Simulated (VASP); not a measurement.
# K (Im-3m) in VASP: a series of runs

The runs below take K through single point, with PBE.

Everything below comes from runs of VASP 6.6.1. Logs are shortened: lines on timing, memory, paths and dates and some standing lists are left out, and cuts for length are marked.

## Step 1: The cell of the first run

Symmetry: Im-3m, No. 229, cubic system. The conventional cell has a = 5.283 Å, b = 5.283 Å, c = 5.283 Å, α = 90.00°, β = 90.00°, γ = 90.00°.

## Step 2: Single point, PBE

File POSCAR:

```
K
1.0
   -2.6417089868      2.6417089868      2.6417089868
    2.6417089868     -2.6417089868      2.6417089868
    2.6417089868      2.6417089868     -2.6417089868
K
1
Direct
    0.0000000000      0.0000000000      0.0000000000
```

File INCAR.step1:

```
SYSTEM = K
  PREC = Accurate
  ENCUT = 520
  EDIFF = 1E-6
  ISMEAR = -1
  SIGMA = 0.1
  LREAL = .False.
  LASPH = .True.
  NELM = 100
  ALGO = Normal
  ISIF = 2
  LWAVE = .False.
  LCHARG = .True.
  GGA = PE
  NBANDS = 10
```

File KPOINTS.step1:

```
regular mesh
0
Gamma
  10 10 10
  0 0 0
```

File INCAR.step2:

```
SYSTEM = K
  PREC = Accurate
  ENCUT = 520
  EDIFF = 1E-6
  ISMEAR = -5
  SIGMA = 0.1
  LREAL = .False.
  LASPH = .True.
  NELM = 100
  ALGO = Normal
  ISIF = 2
  LWAVE = .False.
  LCHARG = .False.
  GGA = PE
  LORBIT = 11
  NEDOS = 1001
  ICHARG = 11
```

File KPOINTS.step2:

```
regular mesh
0
Gamma
  15 15 15
  0 0 0
```

Potentials or basis: VASP PAW PBE potentials, release 64 (K_sv).

The run is started by

```sh
cat potpaw_PBE.64/K_sv/POTCAR > POTCAR
cp INCAR.step1 INCAR
cp KPOINTS.step1 KPOINTS
mpirun -np 1 vasp_std > vasp.out
cp INCAR.step2 INCAR
cp KPOINTS.step2 KPOINTS
mpirun -np 1 vasp_std > vasp.out
```

OUTCAR:

```text
SYSTEM = K
   PREC = Accurate
   ENCUT = 520
   EDIFF = 1E-6
   ISMEAR = -5
   LREAL = .False.
   LASPH = .True.
   NELM = 100
   ISIF = 2
   GGA = PE
   LORBIT = 11
   ICHARG = 11

 ion  position               nearest neighbor table
   1  0.000  0.000  0.000-

  LATTYP: Found a body centered cubic cell.
 ALAT       =     5.2834179736

  Lattice vectors:

 A1 = (  -2.6417089868,   2.6417089868,   2.6417089868)
 A2 = (   2.6417089868,  -2.6417089868,   2.6417089868)
 A3 = (   2.6417089868,   2.6417089868,  -2.6417089868)

Analysis of symmetry for initial positions (statically):
=====================================================================
 Subroutine PRICEL returns:
 Original cell was already a primitive cell.

 Routine SETGRP: Setting up the symmetry group for a
 body centered cubic supercell.

 Subroutine GETGRP returns: Found 48 space group operations
 (whereof 48 operations were pure point group operations)
 out of a pool of 48 trial point group operations.

The static configuration has the point symmetry O_h .

Analysis of symmetry for dynamics (positions and initial velocities):
=====================================================================
 Subroutine PRICEL returns:
 Original cell was already a primitive cell.

 Routine SETGRP: Setting up the symmetry group for a
 body centered cubic supercell.

 Subroutine GETGRP returns: Found 48 space group operations
 (whereof 48 operations were pure point group operations)
 out of a pool of 48 trial point group operations.

The dynamic configuration has the point symmetry O_h .

 Subroutine INISYM returns: Found 48 space group operations
 (whereof 48 operations are pure point group operations),
 and found     1 'primitive' translations

----------------------------------------------------------------------------------------

                                     Primitive cell

  volume of cell :      73.7420

  direct lattice vectors                    reciprocal lattice vectors
    -2.641708987  2.641708987  2.641708987     0.000000000  0.189271416  0.189271416
     2.641708987 -2.641708987  2.641708987     0.189271416  0.000000000  0.189271416
     2.641708987  2.641708987 -2.641708987     0.189271416  0.189271416  0.000000000

  length of vectors
     4.575574184  4.575574184  4.575574184     0.267670203  0.267670203  0.267670203

  position of ions in fractional coordinates (direct lattice)
     0.000000000  0.000000000  0.000000000

  ion indices of the primitive-cell ions
   primitive index   ion index
                 1           1

----------------------------------------------------------------------------------------

 KPOINTS: regular mesh

Automatic generation of k-mesh.
 Grid dimensions read from file:
 generate k-points for:   15   15   15

 Generating k-lattice:

  Cartesian coordinates                     Fractional coordinates (reciprocal lattice)
     0.000000000  0.012618094  0.012618094     0.066666667  0.000000000  0.000000000
     0.012618094  0.000000000  0.012618094     0.000000000  0.066666667  0.000000000
     0.012618094  0.012618094  0.000000000     0.000000000  0.000000000  0.066666667

  Length of vectors
     0.017844680  0.017844680  0.017844680

  Shift w.r.t. Gamma in fractional coordinates (k-lattice)
     0.000000000  0.000000000  0.000000000

 TETIRR: Found   3891 inequivalent tetrahedra from    20250

 Subroutine IBZKPT returns following result:
 ===========================================

 Found    120 irreducible k-points:

 Following reciprocal coordinates:
            Coordinates               Weight
  0.000000  0.000000  0.000000      1.000000
  0.066667  0.000000  0.000000     12.000000
  0.133333  0.000000  0.000000     12.000000
  0.200000  0.000000  0.000000     12.000000
  0.266667  0.000000  0.000000     12.000000
  0.333333  0.000000  0.000000     12.000000
[... 16 lines left out ...]
  0.333333  0.200000  0.000000     48.000000
  0.400000  0.200000  0.000000     24.000000
 [... further k-points ...]
   k-points           NKPTS =    120   k-points in BZ     NKDIM =    120   number of bands    NBANDS=      8
   number of dos      NEDOS =   1001   number of ions     NIONS =      1
   total plane-waves  NPLWV =  46656
   dimension x,y,z NGX =    36 NGY =   36 NGZ =   36
   dimension x,y,z NGXF=    72 NGYF=   72 NGZF=   72
   ions per type =               1
   NGX,Y,Z   is equivalent  to a cutoff of  13.08, 13.08, 13.08 a.u.
   NGXF,Y,Z  is equivalent  to a cutoff of  26.16, 26.16, 26.16 a.u.
 SYSTEM =  K
   PREC   = accura    normal or accurate (medium, high low for compatibility)
   ISTART =      0    job   : 0-new  1-cont  2-samecut
   ICHARG =     11    charge: 1-file 2-atom 10-const
   ISPIN  =      1    spin polarized calculation?
   LNONCOLLINEAR =      F non collinear calculations
   LSORBIT =      F    spin-orbit coupling
   LASPH  =      T    aspherical Exc in radial PAW
   ENCUT  =  520.0 eV  38.22 Ry    6.18 a.u.   8.51  8.51  8.51*2*pi/ulx,y,z
   NELM   =    100;   NELMIN=  2; NELMDL=  0     # of ELM steps
   EDIFF  = 0.1E-05   stopping-criterion for ELM
   LREAL  =      F    real-space projection
   EDIFFG = 0.1E-04   stopping-criterion for IOM
   NSW    =      0    number of steps for IOM
   IBRION =     -1    ionic relax: 0-MD 1-quasi-New 2-CG
   NFREE  =      0    steps in history (QN), initial steepest desc. (CG)
   ISIF   =      2    stress and relaxation
   ISYM   =      2    0-nonsym 1-usesym 2-fastsym
   POTIM  = 0.5000    time-step for ionic-motion
   TEBEG  =    0.0;   TEEND  =   0.0 temperature during run
   PSTRESS=    0.0 pullay stress
   NELECT =       9.0000    total number of electrons
   NUPDOWN=      -1.0000    fix difference up-down
   EMIN   =  10.00;   EMAX   =-10.00  energy-range for DOS
   EFERMI =   0.00;   METHOD = LEGACY
   ISMEAR =    -5;   SIGMA  =   0.10  broadening in eV -4-tet -1-fermi 0-gaus
   EFERMI_NEDOS =   21; number of points for ismear=-14 and -15
   IALGO  =     38    algorithm
   IMIX   =      4    mixing-type and parameters
     AMIX     =   0.40;   BMIX     =  1.00
     AMIX_MAG =   1.60;   BMIX_MAG =  1.00
  volume/ion in A,a.u.               =      73.74       497.64
  Fermi-wavevector in a.u.,A,eV,Ry     =   0.812052  1.534556  8.972077  0.659429
  Thomas-Fermi vector in A             =   1.921524
   LORBIT       =     11    0 simple, 1 ext, 2 COOP (PROOUT), +10 PAW based schemes
   GGA     = PE    functional components
   LHFCALC =     F    Hartree Fock is set to
   AEXX    =    0.0000 exact exchange contribution
   IVDW    =     0    specifies the selected vdW correction
   LEPSILON=     F    determine dielectric tensor
   LRPA    =     F    only Hartree local field effects (RPA)
 non-spin polarized calculation
 Fermi weights with tetrahedron method with Bloechl corrections
  energy-cutoff  :      520.00
  volume of cell :       73.74
 maximum number of plane-waves:      2006
 NGX is ok and might be reduce to    36

 number of electron       9.0000001 magnetization

 Free energy of the ion-electron system (eV)
  ---------------------------------------------------
  ext. energy  EPLUGINS =         0.00000000
  ---------------------------------------------------
  free energy    TOTEN  =        -1.04715860 eV

  energy without entropy =       -1.04715860  energy(sigma->0) =       -1.04715860

 E-fermi :  -0.0994     XC(G=0):  -5.6449

 val. band max:       -0.1283369856   @ k =  -0.3333   0.4000   0.2000
 cond. band min:      -0.1180252782   @ k =   0.2000   0.2000   0.1333
 fundamental gap:      0.0103117075
 Fermi energy:        -0.0993937835

 k-point     1 :       0.0000    0.0000    0.0000
  band No.  band energies     occupation
      1     -32.2585      2.00000
      2     -15.7083      2.00000
      3     -15.7083      2.00000
      4     -15.7083      2.00000
      5      -2.2781      2.00000
      6       4.1664      0.00000
      7       4.1664      0.00000
      8       4.1664      0.00000

 k-point     2 :       0.0667    0.0000    0.0000
  band No.  band energies     occupation
      1     -32.2583      2.00000
      2     -15.7113      2.00000
      3     -15.7093      2.00000
      4     -15.7083      2.00000
      5      -2.2229      2.00000
      6       4.0884      0.00000
      7       4.0920      0.00000
      8       4.2103      0.00000

 k-point     3 :       0.1333    0.0000    0.0000
  band No.  band energies     occupation
      1     -32.2578      2.00000
      2     -15.7196      2.00000
      3     -15.7121      2.00000
      4     -15.7083      2.00000
      5      -2.0587      2.00000
      6       3.7779      0.00000
      7       3.9037      0.00000
      8       4.3411      0.00000

 k-point     4 :       0.2000    0.0000    0.0000
  band No.  band energies     occupation
      1     -32.2571      2.00000
      2     -15.7317      2.00000
      3     -15.7162      2.00000
      4     -15.7083      2.00000
      5      -1.7902      2.00000
      6       3.2567      0.00000
      7       3.6687      0.00000
      8       4.5570      0.00000

 k-point     5 :       0.2667    0.0000    0.0000
  band No.  band energies     occupation
      1     -32.2563      2.00000
      2     -15.7455      2.00000
      3     -15.7208      2.00000
      4     -15.7083      2.00000
      5      -1.4251      2.00000
      6       2.6548      0.00000
      7       3.4403      0.00000
      8       4.8674      0.00000
[... 177 lines left out ...]
 k-point    22 :       0.2667    0.2000    0.0000
  band No.  band energies     occupation
      1     -32.2547      2.00000
      2     -15.7624      2.00000
      3     -15.7326      2.00000
      4     -15.7143      2.00000
      5      -0.3966      1.99998
      6       1.8412      0.00000
      7       2.5138      0.00000
      8       4.6570      0.00000

 k-point    23 :       0.3333    0.2000    0.0000
  band No.  band energies     occupation
      1     -32.2543      2.00000
      2     -15.7658      2.00000
      3     -15.7376      2.00000
      4     -15.7147      2.00000
      5       0.1403      0.06443
      6       1.2978      0.00000
      7       2.3678      0.00000
      8       4.4798      0.00000

 k-point    24 :       0.4000    0.2000    0.0000
  band No.  band energies     occupation
      1     -32.2541      2.00000
      2     -15.7669      2.00000
      3     -15.7395      2.00000
      4     -15.7148      2.00000
      5       0.6895     -0.00669
      6       0.7426      0.00000
      7       2.3212      0.00000
      8       4.4107      0.00000

 [... further k-points ...]

------------------------ aborting loop because EDIFF is reached ----------------------------------------

  FORCE on cell =-STRESS in cart. coord.  units (eV):
  Direction    XX          YY          ZZ          XY          YZ          ZX
  --------------------------------------------------------------------------------------
  -------------------------------------------------------------------------------------
  Total       -0.0103166     -0.0103166     -0.0103166      0.0000000     -0.0000000      0.0000000
  in kB       -0.2241459     -0.2241459     -0.2241459      0.0000000     -0.0000000      0.0000000
  external PRESSURE =      -0.2241459 kB  Pullay stress =       0.0000000 kB

 VOLUME and BASIS-vectors are now :
 -----------------------------------------------------------------------------
  energy-cutoff  :      520.00
  volume of cell :       73.74
      direct lattice vectors                 reciprocal lattice vectors
    -2.641708987  2.641708987  2.641708987     0.000000000  0.189271416  0.189271416
     2.641708987 -2.641708987  2.641708987     0.189271416  0.000000000  0.189271416
     2.641708987  2.641708987 -2.641708987     0.189271416  0.189271416  0.000000000

 POSITION                                       TOTAL-FORCE (eV/Angst)
 -----------------------------------------------------------------------------------
      0.00000      0.00000      0.00000        -0.000000     -0.000000      0.000000
 -----------------------------------------------------------------------------------
    total drift:                               -0.000000     -0.000000      0.000000

  FREE ENERGIE OF THE ION-ELECTRON SYSTEM (eV)
  ---------------------------------------------------
  free  energy   TOTEN  =        -1.0471585970 eV

  energy  without entropy=       -1.0471585970  energy(sigma->0) =       -1.04715860

 total charge

# of ion       s       p       d       tot
------------------------------------------
    1        1.980   5.554   0.005   7.540
```

Run time: 57 s. Hardware: 1 thread of Intel Xeon Platinum 8488C (Sapphire Rapids), shared host; peak memory 0.23 GiB.

What came out:

| Item | Value |
| --- | --- |
| Valence electrons inside the program's atomic spheres | K 7.54 |

Caveat: tetrahedron occupations give inexact forces and stress in metals.

## Step 3: Single point, PBE (73.74 Å³/atom)

POSCAR is that of step 2.

File INCAR.step1:

```
PREC = Accurate ; ENCUT = 520
EDIFF = 1E-7 ; ISMEAR = -1
SIGMA = 0.1 ; LREAL = False
LASPH = True ; NELM = 100
ALGO = Normal ; ISIF = 2
LWAVE = False ; LCHARG = True
GGA = PE ; NBANDS = 10
```

File KPOINTS.step1:

```
Automatic mesh
0
Gamma
  10 10 10
```

File INCAR.step2:

```
PREC = Accurate ; ENCUT = 520
EDIFF = 1E-7 ; ISMEAR = -5
SIGMA = 0.1 ; LREAL = False
LASPH = True ; NELM = 100
ALGO = Normal ; ISIF = 2
LWAVE = False ; LCHARG = False
GGA = PE ; LORBIT = 11
NEDOS = 1001 ; ICHARG = 11
```

File KPOINTS.step2:

```
Automatic mesh
0
Gamma
  15 15 15
```

Potentials or basis: VASP PAW PBE potentials, release 64 (K_sv).

The run is started by

```sh
cat potpaw_PBE.64/K_sv/POTCAR > POTCAR
cp INCAR.step1 INCAR
cp KPOINTS.step1 KPOINTS
mpirun -np 1 vasp_std > vasp.out
cp INCAR.step2 INCAR
cp KPOINTS.step2 KPOINTS
mpirun -np 1 vasp_std > vasp.out
```

Wall time 64 s (1 thread of Intel Xeon Platinum 8488C (Sapphire Rapids), shared host); peak memory 0.24 GiB.

It converged, with:

* Valence electrons inside the program's atomic spheres: K 7.54

Levels at points of the mesh, in eV from the Fermi level:
| k point | band 3 | band 4 | band 5 | band 6 | band 7 | band 8 |
| --- | --- | --- | --- | --- | --- | --- |
| (0.00, 0.00, 0.00) | -15.61 | -15.61 | -2.18 | 4.27 | 4.27 | 4.27 |

Caveat: tetrahedron occupations give inexact forces and stress in metals.
